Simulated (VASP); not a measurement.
# Pb7Se8 (a cell with a defect) in VASP: a series of runs

The runs below take Pb7Se8 (a cell with a defect) through single point, with PBEsol.

Everything below comes from runs of VASP 6.6.1. Logs are shortened: lines on timing, memory, paths and dates and some standing lists are left out, and cuts for length are marked.

## Step 1: The cell of the first run

The cell holds a defect, 15 atoms: a = 8.631 Å, b = 8.631 Å, c = 8.631 Å, α = 60.00°, β = 60.00°, γ = 60.00°.

## Step 2: Single point, PBEsol (atoms taken out, then relaxed in part)

File INCAR:

```
PREC = Accurate ; ENCUT = 520
EDIFF = 1E-6 ; ISMEAR = 0
SIGMA = 0.1 ; LREAL = Auto
LASPH = T ; NELM = 60
ALGO = Normal ; ISIF = 2
LWAVE = F ; LCHARG = F
GGA = PS ; NBANDS = 86
```

File KPOINTS:

```
regular mesh
0
Gamma
  4 4 4
```

File POSCAR:

```
Pb7Se8
1.0
   -6.1031549502      0.0000000000      6.1031549502
   -6.1031549502     -6.1031549502      0.0000000000
    0.0000000000     -6.1031549502      6.1031549502
Pb Se
7 8
Direct
    0.5000000000      0.5000000000      0.0000000000
    0.5000000000      0.0000000000      0.5000000000
    0.5000000000      0.5000000000      0.5000000000
    0.0000000000      0.0000000000      0.0000000000
    0.0000000000      0.5000000000      0.0000000000
    0.0000000000      0.0000000000      0.5000000000
    0.0000000000      0.5000000000      0.5000000000
    0.2390582305      0.7390582305      0.2609417695
    0.2390582305      0.2609417695      0.2609417695
    0.2500000000      0.7500000000      0.7500000000
    0.2390582305      0.2609417695      0.7390582305
    0.7609417695      0.7390582305      0.2609417695
    0.7500000000      0.2500000000      0.2500000000
    0.7609417695      0.7390582305      0.7390582305
    0.7609417695      0.2609417695      0.7390582305
```

Potentials or basis: VASP PAW PBE potentials, release 64 (Pb_d, Se).

Started as:

```
cat potpaw_PBE.64/Pb_d/POTCAR potpaw_PBE.64/Se/POTCAR > POTCAR
mpirun -np 1 vasp_std > vasp.out
```

OUTCAR:

```text
PREC = Accurate
   ENCUT = 520
   EDIFF = 1E-6
   ISMEAR = 0
   LREAL = Auto
   LASPH = T
   NELM = 60
   ISIF = 2
   GGA = PS

 ion  position               nearest neighbor table
   1  0.500  0.500  0.000-  10 3.05  13 3.05   8 3.05   9 3.05  14 3.05  15 3.05
   2  0.500  0.000  0.500-  10 3.05  13 3.05  11 3.05  12 3.05   9 3.05  14 3.05
   3  0.500  0.500  0.500-  10 3.05  13 3.05  11 3.05  12 3.05   8 3.05  15 3.05
   4  0.000  0.000  0.000-  10 3.05  13 3.05  11 3.05  12 3.05   8 3.05  15 3.05
   5  0.000  0.500  0.000-  10 3.05  13 3.05  11 3.05  12 3.05   9 3.05  14 3.05
   6  0.000  0.000  0.500-  10 3.05  13 3.05   8 3.05   9 3.05  14 3.05  15 3.05
   7  0.000  0.500  0.500-   8 2.92   9 2.92  11 2.92  12 2.92  14 2.92  15 2.92
   8  0.239  0.739  0.261-   7 2.92   3 3.05   4 3.05   6 3.05   1 3.05
   9  0.239  0.261  0.261-   7 2.92   2 3.05   5 3.05   6 3.05   1 3.05
  10  0.250  0.750  0.750-   1 3.05   2 3.05   3 3.05   4 3.05   5 3.05   6 3.05
  11  0.239  0.261  0.739-   7 2.92   3 3.05   4 3.05   5 3.05   2 3.05
  12  0.761  0.739  0.261-   7 2.92   3 3.05   4 3.05   5 3.05   2 3.05
  13  0.750  0.250  0.250-   1 3.05   2 3.05   3 3.05   4 3.05   5 3.05   6 3.05
  14  0.761  0.739  0.739-   7 2.92   2 3.05   5 3.05   6 3.05   1 3.05
  15  0.761  0.261  0.739-   7 2.92   3 3.05   4 3.05   6 3.05   1 3.05

  LATTYP: Found a face centered cubic cell.
 ALAT       =    12.2063099004

  Lattice vectors:

 A1 = (  -6.1031549502,   0.0000000000,   6.1031549502)
 A2 = (  -6.1031549502,  -6.1031549502,   0.0000000000)
 A3 = (   0.0000000000,  -6.1031549502,   6.1031549502)

Analysis of symmetry for initial positions (statically):
=====================================================================
 Subroutine PRICEL returns:
 Original cell was already a primitive cell.

 Routine SETGRP: Setting up the symmetry group for a
 face centered cubic supercell.

 Subroutine GETGRP returns: Found 48 space group operations
 (whereof  8 operations were pure point group operations)
 out of a pool of 48 trial point group operations.

The static configuration has the point symmetry D_2h.
 The point group associated with its full space group is O_h .

Analysis of symmetry for dynamics (positions and initial velocities):
=====================================================================
 Subroutine PRICEL returns:
 Original cell was already a primitive cell.

 Routine SETGRP: Setting up the symmetry group for a
 face centered cubic supercell.

 Subroutine GETGRP returns: Found 48 space group operations
[... 130 lines left out ...]
   IALGO  =     38    algorithm
   IMIX   =      4    mixing-type and parameters
     AMIX     =   0.40;   BMIX     =  1.00
     AMIX_MAG =   1.60;   BMIX_MAG =  1.00
  volume/ion in A,a.u.               =      30.31       204.55
  Fermi-wavevector in a.u.,A,eV,Ry     =   1.121058  2.118492 17.099406  1.256771
  Thomas-Fermi vector in A             =   2.257709
   LORBIT       =      0    0 simple, 1 ext, 2 COOP (PROOUT), +10 PAW based schemes
   GGA     = PS    functional components
   LHFCALC =     F    Hartree Fock is set to
   AEXX    =    0.0000 exact exchange contribution
   IVDW    =     0    specifies the selected vdW correction
   LEPSILON=     F    determine dielectric tensor
   LRPA    =     F    only Hartree local field effects (RPA)
 non-spin polarized calculation
 Gauss-broadening in eV      SIGMA  =   0.10
  energy-cutoff  :      520.00
  volume of cell :      454.67
 maximum number of plane-waves:     12278
   NGX = 33   NGY = 33   NGZ = 33

 number of electron     146.0000011 magnetization

 Free energy of the ion-electron system (eV)
  ---------------------------------------------------
  ext. energy  EPLUGINS =         0.00000000
  ---------------------------------------------------
  free energy    TOTEN  =       -65.01986720 eV

  energy without entropy =      -64.99017809  energy(sigma->0) =      -65.00502264

 E-fermi :   3.7255     XC(G=0):  -9.3107

 val. band max:        3.7188144323   @ k =   0.2500   0.2500   0.0000
 cond. band min:       3.7339608230   @ k =   0.2500   0.2500   0.0000
 fundamental gap:      0.0151463907
 Fermi energy:         3.7255469712

 k-point     1 :       0.0000    0.0000    0.0000
  band No.  band energies     occupation
      1     -12.8198      2.00000
      2     -12.8198      2.00000
      3     -12.7455      2.00000
      4     -12.7154      2.00000
      5     -12.7154      2.00000
      6     -12.7154      2.00000
[... 693 lines left out ...]
     84       7.8047      0.00000
     85       7.8722      0.00000
 [bands above 85 left out]

------------------------ aborting loop because EDIFF is reached ----------------------------------------

  FORCE on cell =-STRESS in cart. coord.  units (eV):
  Direction    XX          YY          ZZ          XY          YZ          ZX
  --------------------------------------------------------------------------------------
  -------------------------------------------------------------------------------------
  Total       -3.8263786     -3.8263786     -3.8263786      0.0000000     -0.0000000     -0.0000000
  in kB      -13.4835837    -13.4835837    -13.4835837      0.0000000     -0.0000000     -0.0000000
  external PRESSURE =     -13.4835837 kB  Pullay stress =       0.0000000 kB

 VOLUME and BASIS-vectors are now :
 -----------------------------------------------------------------------------
  energy-cutoff  :      520.00
  volume of cell :      454.67
      direct lattice vectors                 reciprocal lattice vectors
    -6.103154950  0.000000000  6.103154950    -0.081924841  0.081924841  0.081924841
    -6.103154950 -6.103154950  0.000000000    -0.081924841 -0.081924841 -0.081924841
     0.000000000 -6.103154950  6.103154950     0.081924841 -0.081924841  0.081924841

 POSITION                                       TOTAL-FORCE (eV/Angst)
 -----------------------------------------------------------------------------------
     -6.10315     -3.05158      3.05158        -0.000000     -0.000000      0.000000
     -3.05158     -3.05158      6.10315        -0.000000     -0.000000      0.000000
     -6.10315     -6.10315      6.10315        -0.000000     -0.000000      0.000000
      0.00000      0.00000      0.00000        -0.000000     -0.000000      0.000000
     -3.05158     -3.05158      0.00000        -0.000000     -0.000000      0.000000
      0.00000     -3.05158      3.05158        -0.000000     -0.000000      0.000000
     -3.05158     -6.10315      3.05158        -0.000000     -0.000000      0.000000
     -5.96960     -6.10315      3.05158        -0.015050     -0.000000      0.000000
     -3.05158     -3.18514      3.05158        -0.000000      0.015050      0.000000
     -6.10315     -9.15473      6.10315        -0.000000     -0.000000      0.000000
     -3.05158     -6.10315      5.96960        -0.000000     -0.000000      0.015050
     -9.15473     -6.10315      6.23671        -0.000000     -0.000000     -0.015050
     -6.10315     -3.05158      6.10315        -0.000000     -0.000000     -0.000000
     -9.15473     -9.02117      9.15473        -0.000000     -0.015050      0.000000
     -6.23671     -6.10315      9.15473         0.015050     -0.000000      0.000000
 -----------------------------------------------------------------------------------
    total drift:                               -0.000000      0.000000     -0.000000

  FREE ENERGIE OF THE ION-ELECTRON SYSTEM (eV)
  ---------------------------------------------------
  free  energy   TOTEN  =       -65.0198672002 eV

  energy  without entropy=      -64.9901780863  energy(sigma->0) =      -65.00502264
```

OSZICAR:

```text
N       E                     dE             d eps       ncg     rms          rms(c)
DAV:   1     0.171576769255E+04    0.17158E+04   -0.64370E+04  1376   0.174E+03
DAV:   2     0.205668389962E+03   -0.15101E+04   -0.14689E+04  1392   0.472E+02
DAV:   3    -0.463433730366E+02   -0.25201E+03   -0.24227E+03  1724   0.220E+02
DAV:   4    -0.661176537044E+02   -0.19774E+02   -0.19472E+02  1704   0.600E+01
DAV:   5    -0.668038941390E+02   -0.68624E+00   -0.68350E+00  1688   0.112E+01    0.728E+00
DAV:   6    -0.650676131377E+02    0.17363E+01   -0.39458E+00  1932   0.815E+00    0.406E+00
DAV:   7    -0.650197801535E+02    0.47833E-01   -0.11918E+00  1976   0.302E+00    0.190E+00
DAV:   8    -0.650253509833E+02   -0.55708E-02   -0.16586E-01  1804   0.226E+00    0.317E-01
DAV:   9    -0.650193460350E+02    0.60049E-02   -0.26688E-02  1840   0.925E-01    0.121E-01
DAV:  10    -0.650197630938E+02   -0.41706E-03   -0.24905E-03  1724   0.168E-01    0.541E-02
DAV:  11    -0.650198655223E+02   -0.10243E-03   -0.19329E-04  1920   0.694E-02    0.186E-02
DAV:  12    -0.650198661552E+02   -0.63293E-06   -0.10619E-05  1436   0.172E-02    0.699E-03
DAV:  13    -0.650198671958E+02   -0.10406E-05   -0.28453E-06  1120   0.102E-02    0.198E-03
DAV:  14    -0.650198672002E+02   -0.44038E-08   -0.12106E-06   960   0.448E-03
   1 F= -.65019867E+02 E0= -.65005023E+02  d E =-.296891E-01
```

Run time: 18 min. Hardware: 1 thread of Intel Xeon 8259CL, shared host; peak memory 0.65 GiB.

Results:

- Free energy: -65.0199 eV
- Pressure: -1.3 GPa
- Largest force: 0.015 eV/Å
- Band gap on the k mesh: zero (bands 73 and 74 overlap by 0.52 eV)

Forces on the atoms (eV/Å):
```
Pb   0.000  0.000  0.000
Pb   0.000  0.000  0.000
Pb   0.000  0.000  0.000
Pb   0.000  0.000  0.000
Pb   0.000  0.000  0.000
Pb   0.000  0.000  0.000
Pb   0.000  0.000  0.000
Se  -0.015  0.000  0.000
Se   0.000  0.015  0.000
Se   0.000  0.000  0.000
Se   0.000  0.000  0.015
Se   0.000  0.000 -0.015
Se   0.000  0.000  0.000
Se   0.000 -0.015  0.000
Se   0.015  0.000  0.000
```

Caveat: the cell differs from its parent crystal (atoms taken out, then relaxed in part); the PAW data sets were made with another functional, which shifts forces and pressure a little; spin-orbit coupling is left out, which moves the levels of the heavy elements.

## Step 3: Single point, PBEsol (atoms taken out, then relaxed in part)

File INCAR:

```
SYSTEM = Pb7Se8
PREC = Accurate
ENCUT = 520
EDIFF = 1E-7
ISMEAR = 0
SIGMA = 0.1
LREAL = Auto
LASPH = .TRUE.
NELM = 60
ALGO = Normal
ISIF = 2
LWAVE = .FALSE.
LCHARG = .TRUE.
GGA = PS
LELF = .TRUE.
LVHAR = .TRUE.
NBANDS = 86
```

File KPOINTS:

```
regular mesh
0
G
  4 4 4
  0 0 0
```

File POSCAR:

```
Pb7Se8
1.0
   -6.1031549502      0.0000000000      6.1031549502
   -6.1031549502     -6.1031549502      0.0000000000
    0.0000000000     -6.1031549502      6.1031549502
Pb Se
7 8
Direct
    0.5000000000      0.0000000000      0.0000000000
    0.5000000000      0.0000000000      0.5000000000
    0.5000000000      0.5000000000      0.5000000000
    0.0000000000      0.0000000000      0.0000000000
    0.0000000000      0.5000000000      0.0000000000
    0.0000000000      0.0000000000      0.5000000000
    0.0000000000      0.5000000000      0.5000000000
    0.2390582160      0.7609417840      0.2609417840
    0.2390582160      0.2390582160      0.2609417840
    0.2390582160      0.7609417840      0.7390582160
    0.2500000000      0.2500000000      0.7500000000
    0.7500000000      0.7500000000      0.2500000000
    0.7609417840      0.2390582160      0.2609417840
    0.7609417840      0.7609417840      0.7390582160
    0.7609417840      0.2390582160      0.7390582160
```

Potentials or basis: VASP PAW PBE potentials, release 64 (Pb_d, Se).

Started as:

```
cat potpaw_PBE.64/Pb_d/POTCAR potpaw_PBE.64/Se/POTCAR > POTCAR
mpirun -np 1 vasp_std > vasp.out
```

Wall time 16 min (1 thread of Intel Xeon 8259CL, shared host); peak memory 0.65 GiB.

It converged, with:

| Quantity | Value |
| --- | --- |
| Free energy | -65.0199 eV |
| Pressure | -1.3 GPa |
| Largest force | 0.015 eV/Å |
| Band gap on the k mesh | zero (bands 73 and 74 overlap by 0.52 eV) |

Forces in eV/Å, atoms in the order of the input:
```
Pb   0.000  0.000  0.000
Pb   0.000  0.000  0.000
Pb   0.000  0.000  0.000
Pb   0.000  0.000  0.000
Pb   0.000  0.000  0.000
Pb   0.000  0.000  0.000
Pb   0.000  0.000  0.000
Se   0.000  0.015  0.000
Se  -0.015  0.000  0.000
Se   0.000  0.000  0.015
Se   0.000  0.000  0.000
Se   0.000  0.000  0.000
Se   0.000  0.000 -0.015
Se   0.015  0.000  0.000
Se   0.000 -0.015  0.000
```

Levels at points of the mesh, in eV from the Fermi level:
| k point | band 71 | band 72 | band 73 | band 74 | band 75 | band 76 |
| --- | --- | --- | --- | --- | --- | --- |
| (0.00, 0.00, 0.00) | -0.53 | 0.45 | 0.45 | 0.45 | 0.68 | 1.02 |
| (0.50, 0.00, 0.00) | -0.80 | -0.80 | -0.56 | 0.16 | 2.17 | 2.96 |
| (0.50, 0.50, 0.00) | -0.27 | -0.12 | -0.12 | 0.18 | 1.78 | 1.80 |

Caveat: the cell differs from its parent crystal (atoms taken out, then relaxed in part); the PAW data sets were made with another functional, which shifts forces and pressure a little; spin-orbit coupling is left out, which moves the levels of the heavy elements.

## Step 4: Single point, PBEsol

File INCAR:

```
SYSTEM = Pb7Se8
PREC = Accurate ; ENCUT = 520
EDIFF = 1E-7 ; ISMEAR = 0
SIGMA = 0.1 ; LREAL = Auto
LASPH = .True. ; NELM = 80
ALGO = Normal ; ISIF = 2
LWAVE = .False. ; LCHARG = .False.
GGA = PS ; NBANDS = 86
```

File KPOINTS:

```
regular mesh
0
Gamma
  4 4 4
  0 0 0
```

File POSCAR:

```
Pb7Se8
1.0
   -6.1031549502      0.0000000000      6.1031549502
   -6.1031549502     -6.1031549502      0.0000000000
    0.0000000000     -6.1031549502      6.1031549502
Pb Se
7 8
Direct
    0.5000000041      0.5000000041     -0.0000000819
    0.5000000041     -0.0000000819      0.5000000041
    0.5000000041      0.5000000041      0.5000000041
    0.0000000000      0.0000000000      0.0000000000
    0.0000000000      0.4999999222      0.0000000000
    0.0000000000      0.0000000000      0.4999999222
   -0.0000000819      0.5000000041      0.5000000041
    0.2390581612      0.7390582472      0.2609417609
    0.2390581612      0.2609417609      0.2609417609
    0.2500000430      0.7499999652      0.7499999652
    0.2390581612      0.2609417609      0.7390582472
    0.7609417650      0.7390581653      0.2609418429
    0.7500000471      0.2499999611      0.2499999611
    0.7609416831      0.7390582472      0.7390582472
    0.7609417650      0.2609418429      0.7390581653
```

Started as:

```
cat potpaw_PBE.64/Pb_d/POTCAR potpaw_PBE.64/Se/POTCAR > POTCAR
mpirun -np 1 vasp_std > vasp.out
```

Wall time 16 min (1 thread of Intel Xeon 8259CL, shared host); peak memory 0.65 GiB.

The run converged. Its results:

| Property | Result |
| --- | --- |
| Free energy | -65.0199 eV |
| Pressure | -1.3 GPa |
| Largest force | 0.015 eV/Å |
| Band gap on the k mesh | zero (bands 73 and 74 overlap by 0.52 eV) |

Forces on the atoms (eV/Å):
```
Pb   0.000  0.000  0.000
Pb   0.000  0.000  0.000
Pb   0.000  0.000  0.000
Pb   0.000  0.000  0.000
Pb   0.000  0.000  0.000
Pb   0.000  0.000  0.000
Pb   0.000  0.000  0.000
Se  -0.015  0.000  0.000
Se   0.000  0.015  0.000
Se   0.000  0.000  0.000
Se   0.000  0.000  0.015
Se   0.000  0.000 -0.015
Se   0.000  0.000  0.000
Se   0.000 -0.015  0.000
Se   0.015  0.000  0.000
```

Levels at points of the mesh, in eV from the Fermi level:
```
           k point  band 70  band 71  band 72  band 73  band 74  band 75  band 76  band 77
(0.00, 0.00, 0.00)    -0.68    -0.53     0.45     0.45     0.45     0.68     1.02     1.02
(0.50, 0.00, 0.00)    -1.02    -0.80    -0.80    -0.56     0.16     2.17     2.96     3.21
(0.50, 0.50, 0.00)    -0.31    -0.27    -0.12    -0.12     0.18     1.78     1.80     2.14
```

Caveat: the PAW data sets were made with another functional, which shifts forces and pressure a little; spin-orbit coupling is left out, which moves the levels of the heavy elements.

## Step 5: Single point, PBEsol

File INCAR:

```
SYSTEM = Pb7Se8
PREC = Accurate
ENCUT = 520
EDIFF = 1E-6
ISMEAR = 0
SIGMA = 0.1
LREAL = Auto
LASPH = .TRUE.
NELM = 60
ALGO = Normal
ISIF = 2
LWAVE = .FALSE.
LCHARG = .FALSE.
GGA = PS
NBANDS = 86
```

File KPOINTS:

```
Automatic mesh
0
G
  4 4 4
  0 0 0
```

File POSCAR:

```
Pb7Se8
1.0
   -6.1031549502      0.0000000000      6.1031549502
   -6.1031549502     -6.1031549502      0.0000000000
    0.0000000000     -6.1031549502      6.1031549502
Pb Se
7 8
Direct
    0.4999999222      0.0000000000      0.0000000000
    0.5000000041     -0.0000000819      0.5000000041
    0.5000000041      0.5000000041      0.5000000041
    0.0000000000      0.0000000000      0.0000000000
    0.0000000000      0.4999999222      0.0000000000
    0.0000000000      0.0000000000      0.4999999222
   -0.0000000819      0.5000000041      0.5000000041
    0.2390581612      0.7609418469      0.2609417609
    0.2390582431      0.2390582431      0.2609416790
    0.2390582431      0.7609417650      0.7390581653
    0.2499999611      0.2499999611      0.7500000471
    0.7499999652      0.7499999652      0.2500000430
    0.7609418469      0.2390581612      0.2609417609
    0.7609417650      0.7609417650      0.7390581653
    0.7609417650      0.2390582431      0.7390581653
```

Started as:

```
cat potpaw_PBE.64/Pb_d/POTCAR potpaw_PBE.64/Se/POTCAR > POTCAR
mpirun -np 1 vasp_std > vasp.out
```

Run time: 15 min. Hardware: 1 thread of Intel Xeon 8259CL, shared host; peak memory 0.64 GiB.

Results (log left out):

| Item | Value |
| --- | --- |
| Free energy | -65.0199 eV |
| Pressure | -1.3 GPa |
| Largest force | 0.015 eV/Å |
| Band gap on the k mesh | zero (bands 73 and 74 overlap by 0.52 eV) |

Forces in eV/Å, atoms in the order of the input:
```
Pb   0.000  0.000  0.000
Pb   0.000  0.000  0.000
Pb   0.000  0.000  0.000
Pb   0.000  0.000  0.000
Pb   0.000  0.000  0.000
Pb   0.000  0.000  0.000
Pb   0.000  0.000  0.000
Se   0.000  0.015  0.000
Se  -0.015  0.000  0.000
Se   0.000  0.000  0.015
Se   0.000  0.000  0.000
Se   0.000  0.000  0.000
Se   0.000  0.000 -0.015
Se   0.015  0.000  0.000
Se   0.000 -0.015  0.000
```

Levels at points of the mesh, in eV from the Fermi level:
| k point | band 71 | band 72 | band 73 | band 74 | band 75 | band 76 |
| --- | --- | --- | --- | --- | --- | --- |
| (0.00, 0.00, 0.00) | -0.53 | 0.45 | 0.45 | 0.45 | 0.68 | 1.02 |
| (0.50, 0.00, 0.00) | -0.80 | -0.80 | -0.56 | 0.16 | 2.17 | 2.96 |
| (0.50, 0.50, 0.00) | -0.27 | -0.12 | -0.12 | 0.18 | 1.78 | 1.80 |

Caveat: the PAW data sets were made with another functional, which shifts forces and pressure a little; spin-orbit coupling is left out, which moves the levels of the heavy elements.
